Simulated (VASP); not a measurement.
# NaF (Fm-3m) in VASP: a series of runs

Runs on NaF. Level: PBE. Tasks: single point.

All numbers are computed with VASP 6.6.1; they aren't measurements. Logs are shortened: lines on timing, memory, paths and dates and some standing lists are left out, and cuts for length are marked.

### 1 The cell of the first run

It takes space group Fm-3m (No. 225, cubic). The conventional cell has a = 4.699 Å, b = 4.699 Å, c = 4.699 Å, α = 90.00°, β = 90.00°, γ = 90.00°. Within 3.1 Å of Na (site symmetry m-3m) lie 6 F at 2.35 Å. F (site symmetry m-3m) has 6 Na at 2.35 Å within 3.1 Å.

### 2 Single point, PBE

Contents of INCAR:

```
SYSTEM = NaF
ALGO = Normal
EDIFF = 1E-6
ENCUT = 520
GGA = PE
ISIF = 2
ISMEAR = 0
LASPH = .TRUE.
LCHARG = .FALSE.
LREAL = .FALSE.
LWAVE = .FALSE.
NBANDS = 14
NELM = 60
PREC = Accurate
SIGMA = 0.02
```

Contents of KPOINTS:

```
k-points
0
G
  8 8 8
  0 0 0
```

Contents of POSCAR:

```
NaF
1.0
    0.0000000000      2.3497438232      2.3497438232
    2.3497438232      0.0000000000      2.3497438232
    2.3497438232      2.3497438232      0.0000000000
Na F
1 1
Direct
    0.0000000000      0.0000000000      0.0000000000
    0.5000000000      0.5000000000      0.5000000000
```

Potentials or basis: VASP PAW PBE potentials, release 64 (Na_pv, F).

Command:

```
cat potpaw_PBE.64/Na_pv/POTCAR potpaw_PBE.64/F/POTCAR > POTCAR
mpirun -np 1 vasp_std > vasp.out
```

OUTCAR:

```text
SYSTEM = NaF
   EDIFF = 1E-6
   ENCUT = 520
   GGA = PE
   ISIF = 2
   ISMEAR = 0
   LASPH = .TRUE.
   LREAL = .FALSE.
   NELM = 60
   PREC = Accurate

 ion  position               nearest neighbor table
   1  0.000  0.000  0.000-
   2  0.500  0.500  0.500-

  LATTYP: Found a face centered cubic cell.
 ALAT       =     4.6994876464

  Lattice vectors:

 A1 = (   0.0000000000,   2.3497438232,   2.3497438232)
 A2 = (   2.3497438232,   0.0000000000,   2.3497438232)
 A3 = (   2.3497438232,   2.3497438232,   0.0000000000)

Analysis of symmetry for initial positions (statically):
=====================================================================
 Subroutine PRICEL returns:
 Original cell was already a primitive cell.

 Routine SETGRP: Setting up the symmetry group for a
 face centered cubic supercell.

 Subroutine GETGRP returns: Found 48 space group operations
 (whereof 48 operations were pure point group operations)
 out of a pool of 48 trial point group operations.

The static configuration has the point symmetry O_h .

Analysis of symmetry for dynamics (positions and initial velocities):
=====================================================================
 Subroutine PRICEL returns:
 Original cell was already a primitive cell.

 Routine SETGRP: Setting up the symmetry group for a
 face centered cubic supercell.

 Subroutine GETGRP returns: Found 48 space group operations
 (whereof 48 operations were pure point group operations)
 out of a pool of 48 trial point group operations.

The dynamic configuration has the point symmetry O_h .

 Subroutine INISYM returns: Found 48 space group operations
 (whereof 48 operations are pure point group operations),
 and found     1 'primitive' translations

----------------------------------------------------------------------------------------

                                     Primitive cell

  volume of cell :      25.9473

  direct lattice vectors                    reciprocal lattice vectors
     0.000000000  2.349743823  2.349743823    -0.212789154  0.212789154  0.212789154
     2.349743823  0.000000000  2.349743823     0.212789154 -0.212789154  0.212789154
     2.349743823  2.349743823  0.000000000     0.212789154  0.212789154 -0.212789154

  length of vectors
     3.323039583  3.323039583  3.323039583     0.368561626  0.368561626  0.368561626

  position of ions in fractional coordinates (direct lattice)
     0.000000000  0.000000000  0.000000000
     0.500000000  0.500000000  0.500000000

  ion indices of the primitive-cell ions
   primitive index   ion index
                 1           1
                 2           2

----------------------------------------------------------------------------------------

 KPOINTS: k-points

Automatic generation of k-mesh.
 Grid dimensions read from file:
 generate k-points for:    8    8    8

 Generating k-lattice:

  Cartesian coordinates                     Fractional coordinates (reciprocal lattice)
    -0.026598644  0.026598644  0.026598644     0.125000000  0.000000000  0.000000000
     0.026598644 -0.026598644  0.026598644     0.000000000  0.125000000  0.000000000
     0.026598644  0.026598644 -0.026598644     0.000000000  0.000000000  0.125000000

  Length of vectors
     0.046070203  0.046070203  0.046070203

  Shift w.r.t. Gamma in fractional coordinates (k-lattice)
     0.000000000  0.000000000  0.000000000

 Subroutine IBZKPT returns following result:
 ===========================================

 Found     29 irreducible k-points:

 Following reciprocal coordinates:
            Coordinates               Weight
  0.000000  0.000000  0.000000      1.000000
  0.125000  0.000000  0.000000      8.000000
  0.250000  0.000000  0.000000      8.000000
  0.375000  0.000000  0.000000      8.000000
  0.500000  0.000000  0.000000      4.000000
  0.125000  0.125000  0.000000      6.000000
[... 16 lines left out ...]
  0.500000  0.250000  0.125000     48.000000
 -0.375000  0.250000  0.125000     24.000000
 [... further k-points ...]
   k-points           NKPTS =     29   k-points in BZ     NKDIM =     29   number of bands    NBANDS=     14
   number of dos      NEDOS =    301   number of ions     NIONS =      2
   total plane-waves  NPLWV =  21952
   dimension x,y,z NGX =    28 NGY =   28 NGZ =   28
   dimension x,y,z NGXF=    56 NGYF=   56 NGZF=   56
   ions per type =               1   1
   NGX,Y,Z   is equivalent  to a cutoff of  14.01, 14.01, 14.01 a.u.
   NGXF,Y,Z  is equivalent  to a cutoff of  28.02, 28.02, 28.02 a.u.
 SYSTEM =  NaF
   PREC   = accura    normal or accurate (medium, high low for compatibility)
   ISTART =      0    job   : 0-new  1-cont  2-samecut
   ICHARG =      2    charge: 1-file 2-atom 10-const
   ISPIN  =      1    spin polarized calculation?
   LNONCOLLINEAR =      F non collinear calculations
   LSORBIT =      F    spin-orbit coupling
   LASPH  =      T    aspherical Exc in radial PAW
   ENCUT  =  520.0 eV  38.22 Ry    6.18 a.u.   6.18  6.18  6.18*2*pi/ulx,y,z
   NELM   =     60;   NELMIN=  2; NELMDL= -5     # of ELM steps
   EDIFF  = 0.1E-05   stopping-criterion for ELM
   LREAL  =      F    real-space projection
   EDIFFG = 0.1E-04   stopping-criterion for IOM
   NSW    =      0    number of steps for IOM
   IBRION =     -1    ionic relax: 0-MD 1-quasi-New 2-CG
   NFREE  =      0    steps in history (QN), initial steepest desc. (CG)
   ISIF   =      2    stress and relaxation
   ISYM   =      2    0-nonsym 1-usesym 2-fastsym
   POTIM  = 0.5000    time-step for ionic-motion
   TEBEG  =    0.0;   TEEND  =   0.0 temperature during run
   PSTRESS=    0.0 pullay stress
   NELECT =      14.0000    total number of electrons
   NUPDOWN=      -1.0000    fix difference up-down
   EMIN   =  10.00;   EMAX   =-10.00  energy-range for DOS
   EFERMI =   0.00;   METHOD = LEGACY
   ISMEAR =     0;   SIGMA  =   0.02  broadening in eV -4-tet -1-fermi 0-gaus
   EFERMI_NEDOS =   21; number of points for ismear=-14 and -15
   IALGO  =     38    algorithm
   IMIX   =      4    mixing-type and parameters
     AMIX     =   0.40;   BMIX     =  1.00
     AMIX_MAG =   1.60;   BMIX_MAG =  1.00
  volume/ion in A,a.u.               =      12.97        87.55
  Fermi-wavevector in a.u.,A,eV,Ry     =   1.332765  2.518561 24.167528  1.776263
  Thomas-Fermi vector in A             =   2.461675
   LORBIT       =      0    0 simple, 1 ext, 2 COOP (PROOUT), +10 PAW based schemes
   GGA     = PE    functional components
   LHFCALC =     F    Hartree Fock is set to
   AEXX    =    0.0000 exact exchange contribution
   IVDW    =     0    specifies the selected vdW correction
   LEPSILON=     F    determine dielectric tensor
   LRPA    =     F    only Hartree local field effects (RPA)
 non-spin polarized calculation
 Gauss-broadening in eV      SIGMA  =   0.02
  energy-cutoff  :      520.00
  volume of cell :       25.95
 maximum number of plane-waves:       725
 NGX is ok and might be reduce to    28
   NGX = 13   NGY = 13   NGZ = 13

 number of electron      14.0000002 magnetization

 Free energy of the ion-electron system (eV)
  ---------------------------------------------------
  ext. energy  EPLUGINS =         0.00000000
  ---------------------------------------------------
  free energy    TOTEN  =        -8.56945616 eV

  energy without entropy =       -8.56945616  energy(sigma->0) =       -8.56945616

 E-fermi :  -2.0848     XC(G=0):  -8.9565

 val. band max:       -2.2614773017   @ k =   0.0000   0.0000   0.0000
 cond. band min:       3.8155867266   @ k =   0.0000   0.0000   0.0000
 fundamental gap:      6.0770640283
 Fermi energy:        -2.0847622243

 k-point     1 :       0.0000    0.0000    0.0000
  band No.  band energies     occupation
      1     -21.3676      2.00000
      2     -21.3361      2.00000
      3     -21.3361      2.00000
      4     -21.3361      2.00000
      5      -2.2615      2.00000
      6      -2.2615      2.00000
      7      -2.2615      2.00000
      8       3.8156      0.00000
      9      16.4128      0.00000
     10      16.4128      0.00000
     11      16.4128      0.00000
     12      19.1894      0.00000
     13      21.3195      0.00000
     14      21.3195      0.00000

 k-point     2 :       0.1250    0.0000    0.0000
  band No.  band energies     occupation
      1     -21.6275      2.00000
      2     -21.3377      2.00000
      3     -21.3377      2.00000
      4     -21.0575      2.00000
      5      -2.5410      2.00000
      6      -2.2964      2.00000
      7      -2.2964      2.00000
      8       4.3461      0.00000
      9      14.7005      0.00000
     10      16.6328      0.00000
     11      16.6328      0.00000
     12      20.7066      0.00000
     13      20.7066      0.00000
     14      20.9789      0.00000

 k-point     3 :       0.2500    0.0000    0.0000
  band No.  band energies     occupation
      1     -21.8480      2.00000
      2     -21.3416      2.00000
      3     -21.3416      2.00000
      4     -20.7928      2.00000
      5      -3.1089      2.00000
      6      -2.3797      2.00000
      7      -2.3797      2.00000
      8       5.6346      0.00000
      9      12.6132      0.00000
     10      17.1038      0.00000
     11      17.1038      0.00000
     12      20.0324      0.00000
     13      20.0324      0.00000
     14      21.4548      0.00000

 k-point     4 :       0.3750    0.0000    0.0000
  band No.  band energies     occupation
      1     -21.9893      2.00000
      2     -21.3454      2.00000
      3     -21.3454      2.00000
      4     -20.6068      2.00000
      5      -3.5828      2.00000
      6      -2.4616      2.00000
      7      -2.4616      2.00000
      8       7.1898      0.00000
      9      10.9023      0.00000
     10      17.3692      0.00000
     11      17.3692      0.00000
     12      19.9942      0.00000
     13      19.9942      0.00000
     14      21.0167      0.00000

 k-point     5 :       0.5000    0.0000    0.0000
  band No.  band energies     occupation
      1     -22.0379      2.00000
      2     -21.3470      2.00000
      3     -21.3470      2.00000
      4     -20.5398      2.00000
      5      -3.7607      2.00000
      6      -2.4950      2.00000
      7      -2.4950      2.00000
      8       8.2617      0.00000
      9       9.8494      0.00000
     10      17.3923      0.00000
     11      17.3924      0.00000
[... 276 lines left out ...]
 k-point    22 :       0.3750    0.2500    0.1250
  band No.  band energies     occupation
      1     -21.8359      2.00000
      2     -21.3675      2.00000
      3     -21.3487      2.00000
      4     -20.7694      2.00000
      5      -3.2366      2.00000
      6      -2.5639      2.00000
      7      -2.4583      2.00000
      8       6.6322      0.00000
      9      12.0888      0.00000
     10      15.5881      0.00000
     11      17.2194      0.00000
     12      17.7712      0.00000
     13      21.5350      0.00000
     14      24.2166      0.00000

 k-point    23 :       0.5000    0.2500    0.1250
  band No.  band energies     occupation
      1     -21.8784      2.00000
      2     -21.3804      2.00000
      3     -21.3569      2.00000
      4     -20.6920      2.00000
      5      -3.4287      2.00000
      6      -2.7324      2.00000
      7      -2.5389      2.00000
      8       8.0908      0.00000
      9      11.0588      0.00000
     10      14.6957      0.00000
     11      16.5295      0.00000
     12      18.8650      0.00000
     13      20.8517      0.00000
     14      24.7834      0.00000

 k-point    24 :      -0.3750    0.2500    0.1250
  band No.  band energies     occupation
      1     -21.8941      2.00000
      2     -21.3832      2.00000
      3     -21.3630      2.00000
      4     -20.6621      2.00000
      5      -3.4969      2.00000
      6      -2.8043      2.00000
      7      -2.5750      2.00000
      8       9.2485      0.00000
      9      10.1172      0.00000
     10      14.4205      0.00000
     11      16.2241      0.00000
     12      19.4232      0.00000
     13      20.4484      0.00000
     14      25.0630      0.00000

 [... further k-points ...]

------------------------ aborting loop because EDIFF is reached ----------------------------------------

  FORCE on cell =-STRESS in cart. coord.  units (eV):
  Direction    XX          YY          ZZ          XY          YZ          ZX
  --------------------------------------------------------------------------------------
  -------------------------------------------------------------------------------------
  Total       -0.0181209     -0.0181209     -0.0181209      0.0000000     -0.0000000     -0.0000000
  in kB       -1.1189208     -1.1189208     -1.1189208      0.0000000     -0.0000000     -0.0000000
  external PRESSURE =      -1.1189208 kB  Pullay stress =       0.0000000 kB

 VOLUME and BASIS-vectors are now :
 -----------------------------------------------------------------------------
  energy-cutoff  :      520.00
  volume of cell :       25.95
      direct lattice vectors                 reciprocal lattice vectors
     0.000000000  2.349743823  2.349743823    -0.212789154  0.212789154  0.212789154
     2.349743823  0.000000000  2.349743823     0.212789154 -0.212789154  0.212789154
     2.349743823  2.349743823  0.000000000     0.212789154  0.212789154 -0.212789154

 POSITION                                       TOTAL-FORCE (eV/Angst)
 -----------------------------------------------------------------------------------
      0.00000      0.00000      0.00000         0.000000     -0.000000      0.000000
      2.34974      2.34974      2.34974        -0.000000      0.000000     -0.000000
 -----------------------------------------------------------------------------------
    total drift:                                0.000000      0.000000      0.000000

  FREE ENERGIE OF THE ION-ELECTRON SYSTEM (eV)
  ---------------------------------------------------
  free  energy   TOTEN  =        -8.5694561581 eV

  energy  without entropy=       -8.5694561581  energy(sigma->0) =       -8.56945616
```

Run time: 10 s. Hardware: 1 thread of AMD EPYC 7R13 (Zen 3), shared host; peak memory 0.12 GiB.

What came out:

| Item | Value |
| --- | --- |
| Free energy | -8.5695 eV |
| Pressure | -0.1 GPa |
| Band gap on the k mesh | 6.08 eV, direct |

PBE gaps usually lie below the measured ones, often by a third to a half.

### 3 Single point, PBE

Contents of INCAR:

```
ALGO = Normal ; EDIFF = 1E-7
ENCUT = 520 ; GGA = PE
ISIF = 2 ; ISMEAR = 0
LASPH = True ; LCHARG = False
LREAL = False ; LWAVE = False
NBANDS = 14 ; NELM = 80
PREC = Accurate ; SIGMA = 0.02
```

Contents of KPOINTS:

```
k-points
0
Gamma
  8 8 8
```

POSCAR is that of step 2.

Potentials or basis: VASP PAW PBE potentials, release 64 (Na_pv, F).

Command:

```
cat potpaw_PBE.64/Na_pv/POTCAR potpaw_PBE.64/F/POTCAR > POTCAR
mpirun -np 1 vasp_std > vasp.out
```

OUTCAR:

```text
EDIFF = 1E-7
   ENCUT = 520
   GGA = PE
   ISIF = 2
   ISMEAR = 0
   LASPH = True
   LREAL = False
   NELM = 80
   PREC = Accurate

 ion  position               nearest neighbor table
   1  0.000  0.000  0.000-
   2  0.500  0.500  0.500-

  LATTYP: Found a face centered cubic cell.
 ALAT       =     4.6994876464

  Lattice vectors:

 A1 = (   0.0000000000,   2.3497438232,   2.3497438232)
[... 591 lines left out ...]
     14      25.0635      0.00000

 [... further k-points ...]

------------------------ aborting loop because EDIFF is reached ----------------------------------------

  FORCE on cell =-STRESS in cart. coord.  units (eV):
  Direction    XX          YY          ZZ          XY          YZ          ZX
  --------------------------------------------------------------------------------------
  -------------------------------------------------------------------------------------
  Total       -0.0141939     -0.0141939     -0.0141939      0.0000000      0.0000000      0.0000000
  in kB       -0.8764402     -0.8764402     -0.8764402      0.0000000      0.0000000      0.0000000
  external PRESSURE =      -0.8764402 kB  Pullay stress =       0.0000000 kB

 VOLUME and BASIS-vectors are now :
 -----------------------------------------------------------------------------
  energy-cutoff  :      520.00
  volume of cell :       25.95
      direct lattice vectors                 reciprocal lattice vectors
     0.000000000  2.349743823  2.349743823    -0.212789154  0.212789154  0.212789154
     2.349743823  0.000000000  2.349743823     0.212789154 -0.212789154  0.212789154
     2.349743823  2.349743823  0.000000000     0.212789154  0.212789154 -0.212789154

 POSITION                                       TOTAL-FORCE (eV/Angst)
 -----------------------------------------------------------------------------------
      0.00000      0.00000      0.00000        -0.000000     -0.000000      0.000000
      2.34974      2.34974      2.34974         0.000000      0.000000     -0.000000
 -----------------------------------------------------------------------------------
    total drift:                                0.000000      0.000000      0.000000

  FREE ENERGIE OF THE ION-ELECTRON SYSTEM (eV)
  ---------------------------------------------------
  free  energy   TOTEN  =        -8.5694559172 eV

  energy  without entropy=       -8.5694559172  energy(sigma->0) =       -8.56945592
```

OSZICAR:

```text
N       E                     dE             d eps       ncg     rms          rms(c)
DAV:   1     0.113563809435E+03    0.11356E+03   -0.78271E+03   812   0.124E+03
DAV:   2    -0.363969492118E+01   -0.11720E+03   -0.10823E+03   896   0.343E+02
DAV:   3    -0.942233492280E+01   -0.57826E+01   -0.57718E+01  1016   0.703E+01
DAV:   4    -0.947272263664E+01   -0.50388E-01   -0.50385E-01   908   0.688E+00
DAV:   5    -0.947325104251E+01   -0.52841E-03   -0.52840E-03   998   0.701E-01    0.542E+00
DAV:   6    -0.857838937101E+01    0.89486E+00   -0.31604E+00   990   0.145E+01    0.186E+00
DAV:   7    -0.856740636568E+01    0.10983E-01   -0.29708E-02   836   0.204E+00    0.106E+00
DAV:   8    -0.856885121484E+01   -0.14448E-02   -0.30586E-02   896   0.358E+00    0.154E-01
DAV:   9    -0.856960710767E+01   -0.75589E-03   -0.45469E-03   938   0.611E-01    0.138E-01
DAV:  10    -0.856945681952E+01    0.15029E-03   -0.94054E-04   896   0.326E-01    0.135E-02
DAV:  11    -0.856945569842E+01    0.11211E-05   -0.32529E-05   968   0.861E-02    0.396E-03
DAV:  12    -0.856945615808E+01   -0.45966E-06   -0.17308E-06   878   0.167E-02    0.212E-03
DAV:  13    -0.856945596767E+01    0.19041E-06   -0.42288E-07   908   0.558E-03    0.730E-04
DAV:  14    -0.856945591721E+01    0.50461E-07   -0.37362E-08   586   0.262E-03
   1 F= -.85694559E+01 E0= -.85694559E+01  d E =-.843043E-38
```

It took 11 s on 1 thread of AMD EPYC 7R13 (Zen 3), shared host; peak memory 0.12 GiB.

What came out:

| Item | Value |
| --- | --- |
| Free energy | -8.5695 eV |
| Pressure | -0.1 GPa |
| Band gap on the k mesh | 6.08 eV, direct |

### 4 Single point, PBE

This run uses another cell than the first one, of 12.49 Å³/atom, 0.963 times its volume.

Contents of INCAR:

```
SYSTEM = NaF
PREC     = Accurate       ! precision mode
ENCUT    = 520            ! plane-wave cutoff, eV
EDIFF    = 1E-7           ! SCF threshold, eV
ISMEAR   = 0              ! smearing method
SIGMA    = 0.02           ! smearing width, eV
LREAL    = .False.        ! projectors in reciprocal space
LASPH    = .True.         ! aspherical terms in the spheres
NELM     = 80             ! most SCF steps
ALGO     = Normal         ! electronic algorithm
ISIF     = 2              ! what is computed and relaxed
LWAVE    = .False.        ! write WAVECAR
LCHARG   = .False.        ! write CHGCAR
GGA      = PE             ! functional
NBANDS   = 14             ! bands
```

Contents of KPOINTS:

```
regular mesh
0
Gamma
  8 8 8
  0 0 0
```

Contents of POSCAR:

```
NaF
1.0
    0.0000000000      2.3200000000      2.3200000000
    2.3200000000      0.0000000000      2.3200000000
    2.3200000000      2.3200000000      0.0000000000
Na F
1 1
Direct
    0.0000000000      0.0000000000      0.0000000000
    0.5000000000      0.5000000000      0.5000000000
```

Command:

```
cat potpaw_PBE.64/Na_pv/POTCAR potpaw_PBE.64/F/POTCAR > POTCAR
mpirun -np 1 vasp_std > vasp.out
```

Wall time 7.5 s (1 thread of AMD EPYC 7R13 (Zen 3), shared host); peak memory 0.1 GiB.

It converged, with:

```
Free energy            : -8.5628 eV
Pressure               : 1.8 GPa
Band gap on the k mesh : 6.28 eV, direct
```

Levels at points of the mesh, in eV from the valence-band top:
| k point | band 5 | band 6 | band 7 | band 8 | band 9 | band 10 |
| --- | --- | --- | --- | --- | --- | --- |
| (0.00, 0.00, 0.00) | 0.00 | 0.00 | 0.00 | 6.28 | 18.95 | 18.95 |
| (0.50, 0.00, 0.00) | -1.58 | -0.25 | -0.25 | 10.76 | 12.43 | 20.07 |
| (0.50, 0.50, 0.00) | -1.27 | -0.40 | -0.40 | 13.12 | 13.29 | 13.57 |
